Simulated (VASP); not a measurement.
MgI2: single point with PBEsol

The system is MgI2.

```
Mg I
1.0
     2.07868    1.20013    6.89235
    -2.07868    1.20013    6.89235
     0.00000   -2.40025    6.89235
Mg I
1 2
Direct
  0.00000 0.00000 0.00000
  0.25269 0.25269 0.25269
  0.74731 0.74731 0.74731
```

```yaml
Program: VASP 6.6.1
Task: single point
Functional: PBEsol
Potentials_or_basis: VASP PAW PBE potentials, release 64 (Mg, I)
Cutoff: 600 eV
k_mesh: 6 × 6 × 6
Occupations: gaussian, width 0.001 eV
Spin: no spin polarisation
Dipole_correction: no
Further_INCAR_settings: ALGO = Normal; EDIFF = 1e-06; NBANDS = 15
```

| Property | Result |
| --- | --- |
| Pressure | -0.3 GPa |
| Largest force | 0.068 eV/Å |
| Band gap on the k mesh | 3.19 eV (least direct gap 3.58 eV) |

Forces in eV/Å, atoms in the order of the input:
```
Mg   0.000  0.000  0.000
I    0.000  0.000  0.068
I    0.000  0.000 -0.068
```

Stress tensor (GPa, compression positive):
```
-0.44  0.00  0.00
 0.00 -0.44  0.00
 0.00  0.00 -0.11
```

Levels at points of the mesh, in eV from the valence-band top:
```tsv
k point	band 4	band 5	band 6	band 7	band 8	band 9	band 10	band 11	band 12	band 13
(0.00, 0.00, 0.00)	-0.45	-0.45	-0.06	-0.06	0.00	3.58	4.61	6.47	6.47	7.57
(0.50, 0.00, 0.00)	-2.93	-1.63	-1.24	-1.21	-0.69	3.76	5.33	6.28	6.99	7.67
(0.50, 0.50, 0.00)	-3.18	-1.38	-1.32	-0.45	-0.42	3.19	4.90	5.00	6.91	6.91
(0.50, 0.50, 0.50)	-1.44	-0.35	-0.35	-0.18	-0.18	4.54	4.77	6.64	6.64	7.91
```

Wall time 64 s on 1 thread of Intel(R) Xeon(R) 6975P-C (Granite Rapids), with other jobs on the host, peak memory 0.46 GiB.

Caveat: the PAW data sets were made with another functional, which shifts forces and pressure a little; spin-orbit coupling is left out, which moves the levels of the heavy elements. A k mesh can miss the band edges.
